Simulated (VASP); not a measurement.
# Li2S: single point with r2SCAN

Crystal: Li2S.

```
S Li
1.0
     0.00000    2.84529    2.84529
     2.84529    0.00000    2.84529
     2.84529    2.84529    0.00000
S Li
1 2
Cartesian
  0.0000 0.0000 0.0000
  1.4226 1.4226 1.4226
  4.2679 4.2679 4.2679
```

```yaml
Program: VASP 6.6.1
Task: single point
Functional: r2SCAN
Potentials_or_basis: VASP PAW PBE potentials, release 64 (S, Li_sv)
Cutoff: 830 eV
k_mesh: 4 × 4 × 4
Occupations: gaussian, width 0.01 eV
Spin: no spin polarisation
```

| Property | Result |
| --- | --- |
| Pressure | -0.2 GPa |
| Band gap on the k mesh | 3.85 eV (least direct gap 5.05 eV) |

Levels at points of the mesh, in eV from the valence-band top:
| k point | band 3 | band 4 | band 5 | band 6 | band 7 | band 8 | band 9 | band 10 |
| --- | --- | --- | --- | --- | --- | --- | --- | --- |
| (0.00, 0.00, 0.00) | -11.49 | 0.00 | 0.00 | 0.00 | 5.05 | 6.90 | 6.90 | 6.90 |
| (0.50, 0.00, 0.00) | -11.04 | -2.89 | -0.51 | -0.51 | 6.97 | 7.19 | 7.19 | 9.13 |
| (0.50, 0.50, 0.00) | -10.92 | -2.16 | -1.44 | -1.44 | 3.85 | 7.89 | 12.16 | 12.16 |

Wall time 100 s on 1 thread of AMD EPYC 7R13 (shared host), peak memory 0.22 GiB.

Caveat: the k points lie up to 0.48 Å⁻¹ apart; the PAW data sets were made with another functional, which shifts forces and pressure a little. A k mesh can miss the band edges.
